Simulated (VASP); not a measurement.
The system is CuO.

```
Cu O
1.0
     0.00000   -2.11656   -2.11656
    -2.11656    0.00000   -2.11656
     2.11656    2.11656   -4.23312
Cu O
2 2
Direct
  0.50389 0.47699 0.48801
  0.00389 0.97699 0.98801
  0.74611 0.77301 0.76199
  0.24611 0.27301 0.26199
```

| Item | Value |
| --- | --- |
| Program | VASP 6.6.1 |
| Task | relaxation of cell and atoms |
| Functional | PBE |
| Potentials or basis | VASP PAW PBE potentials, release 64 (Cu, O) |
| Cutoff | 600 eV |
| k mesh | 8 × 8 × 5 |
| Occupations | fermi-dirac, width 0.05 eV |
| Spin | no spin polarisation |

At the start: pressure 5.9 GPa; volume 9.48 Å³/atom.

**Question.** How do energy, volume and symmetry change on relaxing?

**Answer.** Over 20 steps the energy falls by 62.6 meV/atom and the volume is 9.56 Å³/atom (+0.8 %); space group Fm-3m (No. 225, to 0.05 Å).

The path:
| step | energy change (eV) | largest force (eV/Å) | pressure (GPa) | volume (Å³) |
| --- | --- | --- | --- | --- |
| 1 | 0.0000 | 1.2769 | 5.91 | 37.93 |
| 2 | -0.1867 | 0.3434 | -6.04 | 39.87 |
| 3 | -0.1867 | 0.3345 | -6.13 | 39.90 |
| 4 | -0.2460 | 0.0921 | 0.21 | 38.23 |
| 5 | -0.2461 | 0.0753 | 0.73 | 38.13 |
| 6 | -0.2461 | 0.0812 | 0.47 | 38.17 |
| 7 | -0.2480 | 0.0228 | 0.00 | 38.27 |
| 8 | -0.2484 | 0.0123 | -0.34 | 38.32 |
| 9 | -0.2484 | 0.0174 | -0.30 | 38.33 |
| 10 | -0.2491 | 0.0222 | 0.16 | 38.24 |
| 11 | -0.2493 | 0.0254 | 0.21 | 38.20 |
| 12 | -0.2494 | 0.0327 | 0.78 | 38.10 |
| 13 | -0.2494 | 0.0301 | 0.64 | 38.13 |
| 14 | -0.2497 | 0.0282 | 0.51 | 38.15 |
| 15 | -0.2502 | 0.0241 | 0.07 | 38.22 |
| 16 | -0.2502 | 0.0234 | 0.08 | 38.24 |
| 17 | -0.2502 | 0.0231 | 0.00 | 38.25 |
| 18 | -0.2502 | 0.0233 | -0.01 | 38.24 |
| 19 | -0.2504 | 0.0159 | 0.01 | 38.24 |
| 20 | -0.2506 | 0.0060 | 0.00 | 38.24 |

Final structure:
```
CELL_PARAMETERS angstrom
-0.00018 -2.12244 -2.12396
-2.12684 0.00379 -2.12753
2.10877 2.11625 -4.24150
ATOMIC_POSITIONS crystal
Cu 0.50007 0.49989 0.49993
Cu 0.00007 0.99989 0.99993
O 0.74993 0.75011 0.75007
O 0.24993 0.25011 0.25007
```
